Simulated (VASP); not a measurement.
# HPt12 in VASP: a series of runs

HPt12 is run at these levels: PBE; tasks: single point.

Program: VASP 6.6.1. These are calculated values, not measurements. Logs are shortened: lines on timing, memory, paths and dates and some standing lists are left out, and cuts for length are marked.

## 1. The cell of the first run

The cell holds a slab with vacuum, 13 atoms: a = 5.614 Å, b = 5.614 Å, c = 19.351 Å, α = 90.00°, β = 90.00°, γ = 90.00°.

## 2. Single point, PBE

Contents of INCAR:

```
PREC = Accurate
ENCUT = 520
EDIFF = 1E-7
ISMEAR = 0
SIGMA = 0.1
LREAL = False
LASPH = True
NELM = 60
ALGO = Normal
ISIF = 2
LWAVE = False
LCHARG = False
LDIPOL = True
IDIPOL = 3
DIPOL = 0.5 0.5 0.320
GGA = PE
NBANDS = 72
```

Contents of KPOINTS:

```
Automatic mesh
0
Gamma
  5 5 1
```

Contents of POSCAR:

```
HPt12
1.0
    5.6143281324      0.0000000000      0.0000000000
    0.0000000000      5.6143281324      0.0000000000
    0.0000000000      0.0000000000     19.3513900856
Pt H
12 1
Direct
    0.2500000000      0.2500000000      0.2067034969
    0.2500000000      0.7500000000      0.2067034969
    0.7500000000      0.2500000000      0.2067034969
    0.7500000000      0.7500000000      0.2067034969
    0.0000000000      0.0000000000      0.3062505494
    0.0000000000      0.5000000000      0.3062505494
    0.5000000000      0.0000000000      0.3062505494
    0.5000000000      0.5000000000      0.3062505494
    0.2500000000      0.2500000000      0.4057274465
    0.2500000000      0.7500000000      0.4057274465
    0.7500000000      0.2500000000      0.4057274465
    0.7500000000      0.7500000000      0.4057274465
    0.3333333333      0.3333333333      0.4797388008
```

Potentials or basis: VASP PAW PBE potentials, release 64 (Pt, H).

The run is started by

```
$ cat potpaw_PBE.64/Pt/POTCAR potpaw_PBE.64/H/POTCAR > POTCAR
$ mpirun -np 1 vasp_std > vasp.out
```

OUTCAR:

```text
PREC = Accurate
   ENCUT = 520
   EDIFF = 1E-7
   ISMEAR = 0
   LREAL = False
   LASPH = True
   NELM = 60
   ISIF = 2
   GGA = PE

 ion  position               nearest neighbor table
   1  0.250  0.250  0.207-   5 2.77   6 2.77   7 2.77   8 2.77   2 2.81   3 2.81   2 2.81   3 2.81

   2  0.250  0.750  0.207-   5 2.77   6 2.77   7 2.77   8 2.77   1 2.81   4 2.81   1 2.81   4 2.81

   3  0.750  0.250  0.207-   5 2.77   6 2.77   7 2.77   8 2.77   1 2.81   4 2.81   4 2.81   1 2.81
[... 15 lines left out ...]
  11  0.750  0.250  0.406-   5 2.77   6 2.77   7 2.77   8 2.77   9 2.81  12 2.81  12 2.81   9 2.81

  12  0.750  0.750  0.406-   5 2.77   6 2.77   7 2.77   8 2.77  10 2.81  11 2.81  11 2.81  10 2.81

  13  0.333  0.333  0.480-   9 1.58

  LATTYP: Found a simple tetragonal cell.
 ALAT       =     5.6143281324
 C/A-ratio  =     3.4467864416

  Lattice vectors:

 A1 = (   5.6143281324,   0.0000000000,   0.0000000000)
 A2 = (   0.0000000000,   5.6143281324,   0.0000000000)
 A3 = (   0.0000000000,   0.0000000000,  19.3513900856)

Analysis of symmetry for initial positions (statically):
=====================================================================
 Subroutine PRICEL returns:
 Original cell was already a primitive cell.

 Routine SETGRP: Setting up the symmetry group for a
 simple tetragonal supercell.

 Subroutine GETGRP returns: Found  2 space group operations
 (whereof  2 operations were pure point group operations)
 out of a pool of 16 trial point group operations.

The static configuration has the point symmetry C_1h.

Analysis of symmetry for dynamics (positions and initial velocities):
=====================================================================
 Subroutine PRICEL returns:
 Original cell was already a primitive cell.

 Routine SETGRP: Setting up the symmetry group for a
 simple tetragonal supercell.

 Subroutine GETGRP returns: Found  2 space group operations
 (whereof  2 operations were pure point group operations)
 out of a pool of 16 trial point group operations.

The dynamic configuration has the point symmetry C_1h.

 Subroutine INISYM returns: Found  2 space group operations
 (whereof  2 operations are pure point group operations),
 and found     1 'primitive' translations

----------------------------------------------------------------------------------------
[... 117 lines left out ...]
   IMIX   =      4    mixing-type and parameters
     AMIX     =   0.40;   BMIX     =  1.00
     AMIX_MAG =   1.60;   BMIX_MAG =  1.00
  volume/ion in A,a.u.               =      46.92       316.64
  Fermi-wavevector in a.u.,A,eV,Ry     =   0.954774  1.804262 12.402988  0.911594
  Thomas-Fermi vector in A             =   2.083552
   LORBIT       =      0    0 simple, 1 ext, 2 COOP (PROOUT), +10 PAW based schemes
   GGA     = PE    functional components
   LHFCALC =     F    Hartree Fock is set to
   AEXX    =    0.0000 exact exchange contribution
   IVDW    =     0    specifies the selected vdW correction
   LEPSILON=     F    determine dielectric tensor
   LRPA    =     F    only Hartree local field effects (RPA)
 non-spin polarized calculation
 Gauss-broadening in eV      SIGMA  =   0.10
  energy-cutoff  :      520.00
  volume of cell :      609.97
 maximum number of plane-waves:     16469
 NGX is ok and might be reduce to    42
   NGX = 21   NGY = 21   NGZ = 71

 dipolmoment           0.000000      0.000000      0.000826 electrons x Angstroem

 number of electron     121.0000009 magnetization

 dipolmoment           0.000000      0.000000     -0.011628 electrons x Angstroem

 Free energy of the ion-electron system (eV)
  ---------------------------------------------------
  ext. energy  EPLUGINS =         0.00000000
  ---------------------------------------------------
  free energy    TOTEN  =       -69.73346846 eV

  energy without entropy =      -69.60194034  energy(sigma->0) =      -69.66770440

 E-fermi :  -0.6137     XC(G=0):  -5.0644

 val. band max:       -0.6197159223   @ k =   0.0000   0.0000   0.0000
 cond. band min:      -0.5935511038   @ k =  -0.4000   0.4000   0.0000
 fundamental gap:      0.0261648185
 Fermi energy:        -0.6136962127

 k-point     1 :       0.0000    0.0000    0.0000
  band No.  band energies     occupation
      1      -9.5316      2.00000
      2      -7.2627      2.00000
      3      -7.1020      2.00000
      4      -7.0560      2.00000
      5      -6.9127      2.00000
      6      -6.8515      2.00000
[... 664 lines left out ...]
     71       2.8246      0.00000
     72       3.4939      0.00000

------------------------ aborting loop because EDIFF is reached ----------------------------------------

 vacuum level on the upper side and lower side of the slab       (xc-potential included)        -0.042        -0.016

  FORCE on cell =-STRESS in cart. coord.  units (eV):
  Direction    XX          YY          ZZ          XY          YZ          ZX
  --------------------------------------------------------------------------------------
  -------------------------------------------------------------------------------------
  Total      -12.2752110    -12.2752110      1.4511910      0.1309410     -0.0327424     -0.0327416
  in kB      -32.2427294    -32.2427294      3.8117764      0.3439367     -0.0860029     -0.0860008
  external PRESSURE =     -20.2245608 kB  Pullay stress =       0.0000000 kB

 VOLUME and BASIS-vectors are now :
 -----------------------------------------------------------------------------
  energy-cutoff  :      520.00
  volume of cell :      609.97
      direct lattice vectors                 reciprocal lattice vectors
     5.614328132  0.000000000  0.000000000     0.178115703  0.000000000  0.000000000
     0.000000000  5.614328132  0.000000000     0.000000000  0.178115703  0.000000000
     0.000000000  0.000000000 19.351390086     0.000000000  0.000000000  0.051675874

 POSITION                                       TOTAL-FORCE (eV/Angst)
 -----------------------------------------------------------------------------------
      1.40358      1.40358      4.00000        -0.003799     -0.003799      0.040483
      1.40358      4.21075      4.00000        -0.027786      0.038280      0.012058
      4.21075      1.40358      4.00000         0.038280     -0.027786      0.012058
      4.21075      4.21075      4.00000        -0.054019     -0.054019     -0.226814
      0.00000      0.00000      5.92637         0.022686      0.022686      0.049051
      0.00000      2.80716      5.92637        -0.106429      0.058359     -0.166467
      2.80716      0.00000      5.92637         0.058359     -0.106429     -0.166467
      2.80716      2.80716      5.92637         0.124129      0.124129     -0.205314
      1.40358      1.40358      7.85139        -0.099234     -0.099234      0.542815
      1.40358      4.21075      7.85139        -0.031197      0.107944     -0.026411
      4.21075      1.40358      7.85139         0.107944     -0.031197     -0.026411
      4.21075      4.21075      7.85139        -0.011559     -0.011559      0.117008
      1.87144      1.87144      9.28361        -0.017375     -0.017375      0.044410
 -----------------------------------------------------------------------------------
    total drift:                                0.000047      0.000047      0.000101

  FREE ENERGIE OF THE ION-ELECTRON SYSTEM (eV)
  ---------------------------------------------------
  free  energy   TOTEN  =       -69.7334684575 eV

  energy  without entropy=      -69.6019403439  energy(sigma->0) =      -69.66770440

 vacuum level on the upper side and lower side of the slab         4.932         4.981
```

It took 14 min on 1 thread of Intel Xeon 6975P-C (Granite Rapids), shared host; peak memory 0.67 GiB.

What came out:

| Item | Value |
| --- | --- |
| Free energy | -69.7335 eV |
| Largest force | 0.561 eV/Å |
| Band gap on the k mesh | zero (an odd number of electrons rules out a gap without spin polarisation) |

Forces on the atoms (eV/Å):
```
Pt  -0.004 -0.004  0.040
Pt  -0.028  0.038  0.012
Pt   0.038 -0.028  0.012
Pt  -0.054 -0.054 -0.227
Pt   0.023  0.023  0.049
Pt  -0.106  0.058 -0.166
Pt   0.058 -0.106 -0.166
Pt   0.124  0.124 -0.205
Pt  -0.099 -0.099  0.543
Pt  -0.031  0.108 -0.026
Pt   0.108 -0.031 -0.026
Pt  -0.012 -0.012  0.117
H   -0.017 -0.017  0.044
```

Levels at points of the mesh, in eV from the Fermi level:
```csv
k point,band 56,band 57,band 58,band 59,band 60,band 61,band 62,band 63,band 64,band 65
"(0.00, 0.00, 0.00)",-0.02,-0.01,0.06,0.11,0.12,0.34,0.64,0.75,0.77,0.85
```

Caveat: spin-orbit coupling is left out, which moves the levels of the heavy elements.

## 3. Single point, PBE

Contents of INCAR:

```
SYSTEM = HPt12
PREC = Accurate
ENCUT = 520
EDIFF = 1E-6
ISMEAR = 0
SIGMA = 0.1
LREAL = .False.
LASPH = .True.
NELM = 60
ALGO = Normal
ISIF = 2
LWAVE = .False.
LCHARG = .False.
LDIPOL = .True.
IDIPOL = 3
DIPOL = 0.5 0.5 0.318
GGA = PE
NBANDS = 72
```

Contents of KPOINTS:

```
regular mesh
0
Gamma
  5 5 1
  0 0 0
```

Changes to POSCAR since step 2:

```diff
@@ -20,2 +20,2 @@
     0.7500000000      0.7500000000      0.4057274465
-    0.3333333333      0.3333333333      0.4797388008
+    0.4166666667      0.4166666667      0.4566573455
```

Potentials or basis: VASP PAW PBE potentials, release 64 (Pt, H).

The run is started by

```
$ cat potpaw_PBE.64/Pt/POTCAR potpaw_PBE.64/H/POTCAR > POTCAR
$ mpirun -np 1 vasp_std > vasp.out
```

Run time: 32 min. Hardware: 1 thread of Intel Xeon 8259CL, shared host; peak memory 0.73 GiB.

Results (log left out):

```
Free energy            : -69.6990 eV
Largest force          : 0.367 eV/Å
Band gap on the k mesh : zero (an odd number of electrons rules out a gap without spin polarisation)
```

Forces in eV/Å, atoms in the order of the input:
```
Pt  -0.019 -0.019  0.015
Pt  -0.043  0.043  0.006
Pt   0.043 -0.043  0.006
Pt  -0.057 -0.057 -0.171
Pt   0.011  0.011  0.230
Pt  -0.088  0.055 -0.219
Pt   0.055 -0.088 -0.219
Pt   0.078  0.078 -0.348
Pt  -0.053 -0.053  0.359
Pt  -0.009  0.085  0.126
Pt   0.085 -0.009  0.126
Pt   0.045  0.045  0.076
H   -0.050 -0.050  0.013
```

Levels at points of the mesh, in eV from the Fermi level:
| k point | band 57 | band 58 | band 59 | band 60 | band 61 | band 62 | band 63 | band 64 |
| --- | --- | --- | --- | --- | --- | --- | --- | --- |
| (0.00, 0.00, 0.00) | 0.01 | 0.06 | 0.10 | 0.12 | 0.33 | 0.35 | 0.74 | 0.75 |

Caveat: spin-orbit coupling is left out, which moves the levels of the heavy elements.

The gap in the log of VASP goes by the Fermi energy; the results here count the filled bands.